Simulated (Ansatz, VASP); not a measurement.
## NaH in VASP and in Ansatz

```
Na H
1.0
     0.00000    2.39751    2.39751
     2.39751    0.00000    2.39751
     2.39751    2.39751    0.00000
Na H
1 1
Direct
  0.00000 0.00000 0.00000
  0.50000 0.50000 0.50000
```

Alike in both runs: task single point; functional HSE06; k mesh 4 × 4 × 4; occupations gaussian, width 0.5 eV; no spin polarisation.

|  | VASP | Ansatz |
| --- | --- | --- |
| version | VASP 6.6.1 | Ansatz 0.2.0 |
| potentials or method | VASP PAW PBE potentials, release 64 (Na_pv, H) | plane waves |
| plane-wave cutoff (eV) | 400 | 420 |
| valence electrons in the cell | 8 | 10 |

Ansatz gave:

- gap on the k mesh at the Fermi level (eV): 4.85
- pressure (GPa): 0.2

Which values does VASP return?

gap on the k mesh at the Fermi level (eV): 4.84; pressure (GPa): -0.3.

The functional is the same, so the differences come from potentials, cutoffs and numerics. VASP's potentials hold 8 valence electrons a cell and Ansatz's 10, so a difference there can come from the potentials and not from the codes. Ansatz's warnings: stress exchange threshold loose, stress scf threshold loose.

The k mesh is coarse, so the values compare programs but aren't converged.
